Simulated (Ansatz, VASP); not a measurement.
# W: VASP beside Ansatz

Contents of INCAR:

```
SYSTEM = W
PREC     = Accurate       ! precision mode
ENCUT    = 520            ! plane-wave cutoff, eV
EDIFF    = 1E-6           ! SCF threshold, eV
ISMEAR   = 0              ! smearing method
SIGMA    = 0.15           ! smearing width, eV
LREAL    = .FALSE.        ! projectors in reciprocal space
LASPH    = .TRUE.         ! aspherical terms in the spheres
NELM     = 80             ! most SCF steps
ALGO     = Fast           ! electronic algorithm
ISIF     = 2              ! what is computed and relaxed
LWAVE    = .FALSE.        ! write WAVECAR
LCHARG   = .FALSE.        ! write CHGCAR
GGA      = PS             ! functional
NBANDS   = 13             ! bands
```

Contents of KPOINTS:

```
Automatic mesh
0
G
  26 26 26
  0 0 0
```

File POSCAR:

```
W
1.0
    0.0000000000      2.0589656399      2.0289807034
    2.0589656399      0.0000000000      2.0289807034
    2.0589656399      2.0589656399      0.0000000000
W
1
Direct
    0.0000000000      0.0000000000      0.0000000000
```

Input for Ansatz:

```yaml
crystal:
  lattice:
    - [0.0, 2.0589656399, 2.0289807034]
    - [2.0589656399, 0.0, 2.0289807034]
    - [2.0589656399, 2.0589656399, 0.0]
  atoms:
    - { symbol: W, position: [0.0, 0.0, 0.0] }
basis:
  ecutwfc: 420
kpoints:
  mp_grid: { grid: [26, 26, 26] }
hamiltonian:
  xc: pbesol
scf:
  occupations: { method: gaussian, width: 0.15 }
output:
  forces: true
  stress: true
  eigenvalues: true
```

Change from the starting cell: strain +0.030 along x and y, +0.015 along z, atoms carried along.

Alike in both runs: task single point; functional PBEsol; k mesh 26 × 26 × 26; occupations gaussian, width 0.15 eV; no spin polarisation.

|  | VASP | Ansatz |
| --- | --- | --- |
| version | VASP 6.6.1 | Ansatz 0.2.0 |
| potentials or method | VASP PAW PBE potentials, release 64 (W_sv), cutoff 520 eV | scalar-relativistic, plane waves, PAW |
| valence electrons in the cell | 14 | 14 |

VASP gave:

* gap on the k mesh at the Fermi level (eV): none
* pressure (GPa): -18.8
* traceless stress, the component that is largest in VASP (GPa): -3.10

Task: What did Ansatz give for the same quantities?

Result: gap on the k mesh at the Fermi level (eV): none; pressure (GPa): -19.2; traceless stress, the component that is largest in VASP (GPa): -3.08.

VASP's potentials were made for PBE, not for PBEsol. A gap of «none» marks a metal or a gap that the smearing closes. The functional is the same, so the differences come from potentials, cutoffs and numerics.

Neither program's run includes spin-orbit coupling.
